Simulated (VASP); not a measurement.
Set up this calculation in VASP 6.6.1, as the native input.

* Task: single point
* Functional: PBE
* Potentials or basis: VASP PAW PBE potentials, release 64 (Si)
* Cutoff: 520 eV
* k mesh: 16 × 16 × 16
* Occupations: fermi-dirac, width 0.1 eV
* Spin: no spin polarisation
* Dipole correction: no
* Further INCAR settings: ALGO = Normal; EDIFF = 1e-06; NBANDS = 8

The structure of Si lies in POSCAR:

```
Si
1.0
    0.0000000000      1.9327840105      1.9327840105
    1.9327840105      0.0000000000      1.9327840105
    1.9327840105      1.9327840105      0.0000000000
Si
1
Direct
    0.0000000000      0.0000000000      0.0000000000
```

The input as run:

INCAR

```
SYSTEM = Si
ALGO = Normal
EDIFF = 1E-6
ENCUT = 520
GGA = PE
ISIF = 2
ISMEAR = -1
LASPH = .True.
LCHARG = .False.
LREAL = .False.
LWAVE = .False.
NBANDS = 8
NELM = 80
PREC = Accurate
SIGMA = 0.1
```

KPOINTS

```
k-points
0
Gamma
  16 16 16
  0 0 0
```

Potentials or basis: VASP PAW PBE potentials, release 64 (Si).

Run with:

```sh
$ cat potpaw_PBE.64/Si/POTCAR > POTCAR
$ mpirun -np 1 vasp_std > vasp.out
```

It gave:

- Pressure: 0.2 GPa
- Band gap on the k mesh: zero (band 2 reaches 21.36 eV, above the bottom of band 3 at 7.11 eV)

Wall time 9.4 s on 1 thread of Intel(R) Xeon(R) Platinum 8559C (Emerald Rapids), on a shared host, peak memory 0.13 GiB.
